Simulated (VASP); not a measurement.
# KCl in VASP: a series of runs, part 2 of 2

VASP 6.6.1. The steps go on from the part before.

### Step 3. Single point, PBEsol (equal xy, yz and zx engineering shears of -0.5 %)

Input file INCAR:

```
SYSTEM = KCl
ALGO = Normal ; EDIFF = 1E-6
ENCUT = 520 ; GGA = PS
ISIF = 2 ; ISMEAR = 0
LASPH = .TRUE. ; LCHARG = .FALSE.
LREAL = .FALSE. ; LWAVE = .FALSE.
NBANDS = 15 ; NELM = 100
PREC = Accurate ; SIGMA = 0.01
```

Input file KPOINTS:

```
k-points
0
G
  8 8 8
  0 0 0
```

Input file POSCAR:

```
KCl
1.0
   -0.0156063903      3.1134748700      3.1134748700
    3.1134748700     -0.0156063903      3.1134748700
    3.1134748700      3.1134748700     -0.0156063903
K Cl
1 1
Direct
    0.0000000000      0.0000000000      0.0000000000
    0.5000000000      0.5000000000      0.5000000000
```

Potentials or basis: VASP PAW PBE potentials, release 64 (K_sv, Cl).

Run with:

```sh
> cat potpaw_PBE.64/K_sv/POTCAR potpaw_PBE.64/Cl/POTCAR > POTCAR
> mpirun -np 1 vasp_std > vasp.out
```

It took 45 s on 1 thread of AMD EPYC 9R45 (Zen 5), shared host; peak memory 0.2 GiB.

It converged, with:

- Free energy: -7.0231 eV
- Pressure: 0.1 GPa
- Band gap on the k mesh: 5.09 eV

Levels at points of the mesh, in eV from the valence-band top:
| k point | band 6 | band 7 | band 8 | band 9 | band 10 | band 11 |
| --- | --- | --- | --- | --- | --- | --- |
| (0.00, 0.00, 0.00) | -0.01 | -0.01 | 0.00 | 5.09 | 8.27 | 8.27 |
| (0.50, 0.00, 0.00) | -1.14 | -0.37 | -0.35 | 7.48 | 8.56 | 10.51 |
| (0.50, 0.50, 0.00) | -0.70 | -0.25 | -0.24 | 6.37 | 8.32 | 10.03 |
| (0.50, 0.50, 0.50) | -1.14 | -0.38 | -0.38 | 7.48 | 8.59 | 10.56 |

Caveat: the cell differs from its parent crystal (equal xy, yz and zx engineering shears of -0.5 %); the PAW data sets were made with another functional, which shifts forces and pressure a little. A k mesh can miss the band edges.

### Step 4. Single point, PBEsol (equal xy, yz and zx engineering shears of +0.5 %)

Input file INCAR:

```
SYSTEM = KCl
ALGO = Normal ; EDIFF = 1E-6
ENCUT = 520 ; GGA = PS
ISIF = 2 ; ISMEAR = 0
LASPH = .True. ; LCHARG = .False.
LREAL = .False. ; LWAVE = .False.
NBANDS = 15 ; NELM = 80
PREC = Accurate ; SIGMA = 0.01
```

Input file KPOINTS:

```
k-points
0
Gamma
  8 8 8
  0 0 0
```

Input file POSCAR:

```
KCl
1.0
    0.0156063903      3.1290812603      3.1290812603
    3.1290812603      0.0156063903      3.1290812603
    3.1290812603      3.1290812603      0.0156063903
K Cl
1 1
Direct
    0.0000000000      0.0000000000      0.0000000000
    0.5000000000      0.5000000000      0.5000000000
```

Run with:

```sh
> cat potpaw_PBE.64/K_sv/POTCAR potpaw_PBE.64/Cl/POTCAR > POTCAR
> mpirun -np 1 vasp_std > vasp.out
```

Wall time 48 s (1 thread of AMD EPYC 9R45 (Zen 5), shared host); peak memory 0.2 GiB.

Results (log left out):

```
Free energy            : -7.0231 eV
Pressure               : 0.1 GPa
Band gap on the k mesh : 5.09 eV
```

Levels at points of the mesh, in eV from the valence-band top:
| k point | band 6 | band 7 | band 8 | band 9 | band 10 | band 11 |
| --- | --- | --- | --- | --- | --- | --- |
| (0.00, 0.00, 0.00) | -0.01 | 0.00 | 0.00 | 5.09 | 8.26 | 8.32 |
| (0.50, 0.00, 0.00) | -1.13 | -0.37 | -0.36 | 7.49 | 8.58 | 10.53 |
| (0.50, 0.50, 0.00) | -0.70 | -0.25 | -0.23 | 6.37 | 8.33 | 10.04 |
| (0.50, 0.50, 0.50) | -1.14 | -0.35 | -0.35 | 7.49 | 8.55 | 10.54 |

Caveat: the cell differs from its parent crystal (equal xy, yz and zx engineering shears of +0.5 %); the PAW data sets were made with another functional, which shifts forces and pressure a little.

### Step 5. Single point, PBEsol (0.01, 0.01] A)

Input file INCAR:

```
  ALGO = Normal
  EDIFF = 1E-6
  ENCUT = 520
  GGA = PS
  ISIF = 2
  ISMEAR = 0
  LASPH = True
  LCHARG = False
  LREAL = False
  LWAVE = False
  NBANDS = 15
  NELM = 100
  PREC = Accurate
  SIGMA = 0.01
```

Input file KPOINTS:

```
k-points
0
Gamma
  8 8 8
```

Input file POSCAR:

```
KCl
1.0
    0.0000000000      3.1212780651      3.1212780651
    3.1212780651      0.0000000000      3.1212780651
    3.1212780651      3.1212780651      0.0000000000
K Cl
1 1
Direct
    0.0016019079      0.0016019079      0.0016019079
    0.5000000000      0.5000000000      0.5000000000
```

Run with:

```sh
> cat potpaw_PBE.64/K_sv/POTCAR potpaw_PBE.64/Cl/POTCAR > POTCAR
> mpirun -np 1 vasp_std > vasp.out
```

Run time: 44 s. Hardware: 1 thread of AMD EPYC 9R45 (Zen 5), shared host; peak memory 0.2 GiB.

The run converged. Its results:

| Property | Result |
| --- | --- |
| Free energy | -7.0230 eV |
| Pressure | 0.1 GPa |
| Largest force | 0.023 eV/Å |
| Band gap on the k mesh | 5.10 eV |

Forces in eV/Å, atoms in the order of the input:
```
K   -0.013 -0.013 -0.013
Cl   0.013  0.013  0.013
```

Levels at points of the mesh, in eV from the valence-band top:
| k point | band 5 | band 6 | band 7 | band 8 | band 9 | band 10 | band 11 | band 12 |
| --- | --- | --- | --- | --- | --- | --- | --- | --- |
| (0.00, 0.00, 0.00) | -10.51 | 0.00 | 0.00 | 0.00 | 5.10 | 8.30 | 8.30 | 8.30 |
| (0.50, 0.00, 0.00) | -10.26 | -1.13 | -0.35 | -0.35 | 7.49 | 8.58 | 10.55 | 10.56 |
| (0.50, 0.50, 0.50) | -10.26 | -1.13 | -0.35 | -0.35 | 7.49 | 8.58 | 10.56 | 10.56 |
| (0.50, 0.50, 0.00) | -10.58 | -0.69 | -0.23 | -0.23 | 6.38 | 8.33 | 10.04 | 10.23 |

Caveat: the cell differs from its parent crystal (0.01, 0.01] A); the PAW data sets were made with another functional, which shifts forces and pressure a little.

### Step 6. Single point, PBEsol (-0.01, -0.01] A)

Input file INCAR:

```
SYSTEM = KCl
  ALGO = Normal
  EDIFF = 1E-6
  ENCUT = 520
  GGA = PS
  ISIF = 2
  ISMEAR = 0
  LASPH = .True.
  LCHARG = .False.
  LREAL = .False.
  LWAVE = .False.
  NBANDS = 15
  NELM = 60
  PREC = Accurate
  SIGMA = 0.01
```

Input file KPOINTS:

```
k-points
0
Gamma
  8 8 8
  0 0 0
```

POSCAR, as its differences from that of step 5:

```diff
@@ -8,3 +8,3 @@
 Direct
-    0.0016019079      0.0016019079      0.0016019079
+   -0.0016019079     -0.0016019079     -0.0016019079
     0.5000000000      0.5000000000      0.5000000000
```

Potentials or basis: VASP PAW PBE potentials, release 64 (K_sv, Cl).

Run with:

```sh
> cat potpaw_PBE.64/K_sv/POTCAR potpaw_PBE.64/Cl/POTCAR > POTCAR
> mpirun -np 1 vasp_std > vasp.out
```

Run time: 52 s. Hardware: 1 thread of AMD EPYC 9R45 (Zen 5), shared host; peak memory 0.2 GiB.

The run converged. Its results:

```yaml
Free_energy: -7.0230 eV
Pressure: 0.1 GPa
Largest_force: 0.023 eV/Å
Band_gap_on_the_k_mesh: 5.10 eV
```

Forces on the atoms (eV/Å):
```
K    0.013  0.013  0.013
Cl  -0.013 -0.013 -0.013
```

Levels at points of the mesh, in eV from the valence-band top:
```tsv
k point	band 6	band 7	band 8	band 9	band 10	band 11
(0.00, 0.00, 0.00)	0.00	0.00	0.00	5.10	8.30	8.30
(0.50, 0.00, 0.00)	-1.13	-0.35	-0.35	7.49	8.58	10.55
(0.50, 0.50, 0.50)	-1.13	-0.35	-0.35	7.49	8.58	10.56
(0.50, 0.50, 0.00)	-0.69	-0.23	-0.23	6.38	8.33	10.04
```

Caveat: the cell differs from its parent crystal (-0.01, -0.01] A); the PAW data sets were made with another functional, which shifts forces and pressure a little.

### Step 7. Relaxation of the atoms, PBEsol (equal xy, yz and zx engineering shears of -0.5 %)

Input file INCAR:

```
SYSTEM = KCl
  ALGO = Normal
  EDIFF = 1E-6
  EDIFFG = -0.002
  ENCUT = 520
  GGA = PS
  IBRION = 2
  ISIF = 2
  ISMEAR = 0
  LASPH = .TRUE.
  LCHARG = .FALSE.
  LREAL = .FALSE.
  LWAVE = .FALSE.
  NELM = 60
  NSW = 50
  PREC = Accurate
  SIGMA = 0.01
```

Input file KPOINTS:

```
k-points
0
G
  8 8 8
  0 0 0
```

Input file POSCAR:

```
KCl
1.0
   -0.0156063903      3.1134748700      3.1134748700
    3.1134748700     -0.0156063903      3.1134748700
    3.1134748700      3.1134748700     -0.0156063903
K Cl
1 1
Direct
    0.0000000000      0.0000000000      0.0000000000
    0.5000000000      0.5000000000      0.5000000000
```

Run with:

```sh
> cat potpaw_PBE.64/K_sv/POTCAR potpaw_PBE.64/Cl/POTCAR > POTCAR
> mpirun -np 1 vasp_std > vasp.out
```

Wall time 38 s (1 thread of AMD EPYC 9R45 (Zen 5), shared host); peak memory 0.2 GiB.

Results (log left out):

| Property | Result |
| --- | --- |
| Free energy | -7.0231 eV |
| Pressure after relaxing | 0.1 GPa |
| Band gap on the k mesh | 5.09 eV |

Final structure:
```
CELL_PARAMETERS angstrom
-0.01561 3.11347 3.11347
3.11347 -0.01561 3.11347
3.11347 3.11347 -0.01561
ATOMIC_POSITIONS crystal
K 0.00000 0.00000 0.00000
Cl 0.50000 0.50000 0.50000
```

Levels at points of the mesh, in eV from the valence-band top:
```csv
k point,band 5,band 6,band 7,band 8,band 9,band 10,band 11,band 12
"(0.00, 0.00, 0.00)",-10.52,-0.01,-0.01,0.00,5.09,8.27,8.27,8.34
"(0.50, 0.00, 0.00)",-10.27,-1.14,-0.37,-0.35,7.48,8.56,10.51,10.57
"(0.50, 0.50, 0.00)",-10.59,-0.70,-0.25,-0.24,6.37,8.32,10.03,10.22
"(0.50, 0.50, 0.50)",-10.28,-1.14,-0.38,-0.38,7.48,8.59,10.56,10.56
```

Caveat: the cell differs from its parent crystal (equal xy, yz and zx engineering shears of -0.5 %); the PAW data sets were made with another functional, which shifts forces and pressure a little.

### Step 8. Overview

| task | cell | gap on the mesh (eV) | pressure (GPa) |
| --- | --- | --- | --- |
| single point | a = 4.425, b = 4.425, c = 4.414 Å, angles 60.1, 60.1, 59.8°, 2 atoms, atomic positions A | 5.08 | 0.0 |
| single point | a = 4.403 Å, angles 60.3°, 2 atoms, atomic positions A | 5.09 | 0.1 |
| single point | a = 4.425 Å, angles 59.7°, 2 atoms, atomic positions A | 5.09 | 0.1 |
| single point | a = 4.414 Å, angles 60.0°, 2 atoms, atomic positions B | 5.10 | 0.1 |
| relaxation of the atoms | atoms relaxed from a = 4.403 Å, angles 60.3°, 2 atoms, atomic positions A | 5.09 | 0.1 |

Alike in all rows: level PBEsol; potentials or basis VASP PAW PBE potentials, release 64 (K_sv, Cl); no spin polarisation; k mesh 8 × 8 × 8; cutoff (eV) 520; smearing gaussian 0.01 eV.

Caveats: the PAW data sets were made with another functional, which shifts forces and pressure a little.

Absolute energies hang on the potentials; compare differences alone.
